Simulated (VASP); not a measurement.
Wanted: the native input for a VASP 6.6.1 run.

```
Task                   : single point
Functional             : PBE
Potentials or basis    : VASP PAW PBE potentials, release 64 (Ti_sv, Ni)
Cutoff                 : 520 eV
k mesh                 : 1 × 1 × 1, shifted
Occupations            : fermi-dirac, width 0.0922 eV
Spin                   : no spin polarisation
Dipole correction      : no
Further INCAR settings : LREAL = Auto; ALGO = Normal; EDIFF = 1e-07; NBANDS = 103; ISYM = 0
```

The structure of Ti9Ni7 lies in POSCAR:

```
Ti9Ni7
1.0
    6.1173580000      0.0376560000      0.0215690000
    0.0376560000      6.2512350000      0.3066880000
    0.0215690000      0.3066880000      6.5379140000
Ti Ni
9 7
Direct
    0.7015710758      0.4603504748      0.2988367310
    0.4348589965      0.4835753433      0.6737134767
    0.2117394977      0.8620194618      0.6242517057
    0.6917767847      0.8653922130      0.4268877901
    0.3321289228      0.2114425440      0.0404004122
    0.6974064455      0.1376775317      0.6420657405
    0.5611074148      0.8296247734      0.9454641820
    0.8935355859      0.5274448622      0.7784075044
   -0.0236858782      0.9376275509      0.0218226735
   -0.0332744260      0.1302081812      0.3266937144
    0.3360615771      0.2533560737      0.3790461637
    0.0818077405      0.5454277124      0.4186164508
    0.3012125498      0.8324111927      0.2383385010
    0.1066624545      0.1969086505      0.6773048525
    0.2309145698      0.6062943014     -0.0039273663
    0.7301138055      0.2651636173      0.0193087085
```

One way to write it, as run:

INCAR

```
SYSTEM = Ti9Ni7
PREC = Accurate ; ENCUT = 520
EDIFF = 1E-7 ; ISMEAR = -1
SIGMA = 0.0922 ; LREAL = Auto
LASPH = .TRUE. ; NELM = 60
ALGO = Normal ; ISIF = 2
LWAVE = .FALSE. ; LCHARG = .FALSE.
GGA = PE ; ISYM = 0
NBANDS = 103
```

KPOINTS

```
Automatic mesh
0
Gamma
  1 1 1
  0.25 0.25 0.25
```

Potentials or basis: VASP PAW PBE potentials, release 64 (Ti_sv, Ni).

Command:

```console
$ cat potpaw_PBE.64/Ti_sv/POTCAR potpaw_PBE.64/Ni/POTCAR > POTCAR
$ mpirun -np 1 vasp_std > vasp.out
```

Results of the run:

```
Pressure               : -4.4 GPa
Largest force          : 1.585 eV/Å
Band gap on the k mesh : 0.12 eV
```

Caveat: the k points lie up to 1.03 Å⁻¹ apart.

Wall time 64 s on 1 thread of Intel(R) Xeon(R) 6975P-C (Granite Rapids), with other jobs on the host, peak memory 0.33 GiB.
